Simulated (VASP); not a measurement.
CuAu: single point with LDA

Crystal: CuAu.

```
CELL_PARAMETERS angstrom
1.45261 0.83867 4.28436
-1.45261 0.83867 4.28436
0.00000 -1.67733 4.28436
ATOMIC_POSITIONS crystal
Au 0.00000 0.00000 0.00000
Cu 0.50000 0.50000 0.50000
```

This cell differs from its parent crystal: volume scaled by 1.02.

```
Program                : VASP 6.6.1
Task                   : single point
Functional             : LDA
Potentials or basis    : VASP PAW LDA potentials, release 64 (Au, Cu)
Cutoff                 : 520 eV
k mesh                 : 11 × 11 × 11
Occupations            : fermi-dirac, width 0.05 eV
Spin                   : no spin polarisation
Dipole correction      : no
Further INCAR settings : ALGO = Normal; EDIFF = 1e-06; NBANDS = 18
```

```json
{
 "Pressure": "-14.3 GPa",
 "Band gap on the k mesh": "zero (band 11 reaches 9.59 eV, above the bottom of band 12 at 5.40 eV)"
}
```

Stress tensor (GPa, compression positive):
```
-14.43   0.00   0.00
  0.00 -14.43   0.00
  0.00   0.00 -14.12
```

Levels at points of the mesh, in eV from the Fermi level:
```csv
k point,band 9,band 10,band 11,band 12,band 13,band 14
"(0.00, 0.00, 0.00)",-2.18,-1.58,-1.58,-0.02,4.45,14.55
```

Run time: 75 s on 1 thread of Intel(R) Xeon(R) 6975P-C (Granite Rapids), on a shared host, peak memory 0.23 GiB.

Caveat: spin-orbit coupling is left out, which moves the levels of the heavy elements.
